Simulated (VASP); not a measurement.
A run of VASP 6.6.1:

POSCAR

```
NaCl
1.0
    0.0000000000      2.8317445743      2.8317445743
    2.8317445743      0.0000000000      2.8317445743
    2.8317445743      2.8317445743      0.0000000000
Na Cl
1 1
Direct
    0.0000000000      0.0000000000      0.0000000000
    0.5000000000      0.5000000000      0.5000000000
```

File INCAR.step1:

```
SYSTEM = NaCl
PREC = Accurate
ENCUT = 520
ISMEAR = 0
SIGMA = 0.02
LREAL = .FALSE.
LASPH = .TRUE.
NELM = 80
NBANDS = 14
GGA = PE
ALGO = Normal
EDIFF = 1E-4
LWAVE = .TRUE.
LCHARG = .FALSE.
```

INCAR.step2

```
SYSTEM = NaCl
PREC = Accurate
ENCUT = 520
EDIFF = 1E-7
ISMEAR = 0
SIGMA = 0.02
LREAL = .FALSE.
LASPH = .TRUE.
NELM = 80
ALGO = Normal
ISIF = 2
LWAVE = .FALSE.
LCHARG = .TRUE.
METAGGA = R2SCAN
LMIXTAU = .TRUE.
LELF = .TRUE.
LVHAR = .TRUE.
NBANDS = 14
ISTART = 1
```

File KPOINTS:

```
regular mesh
0
G
  8 8 8
  0 0 0
```

Potentials or basis: VASP PAW PBE potentials, release 64 (Na_pv, Cl).

Run with:

```console
$ cat potpaw_PBE.64/Na_pv/POTCAR potpaw_PBE.64/Cl/POTCAR > POTCAR
$ cp INCAR.step1 INCAR
$ mpirun -np 1 vasp_std > vasp.out
$ cp INCAR.step2 INCAR
$ mpirun -np 1 vasp_std > vasp.out
```

Hardware: 1 thread of Intel(R) Xeon(R) 6975P-C (Granite Rapids) (shared host).

**Question.** Estimate the wall time of this run.

**Answer.** Wall time 39 s on 1 thread of Intel(R) Xeon(R) 6975P-C (Granite Rapids), with other jobs on the host, peak memory 0.17 GiB. Counts: k points 29.
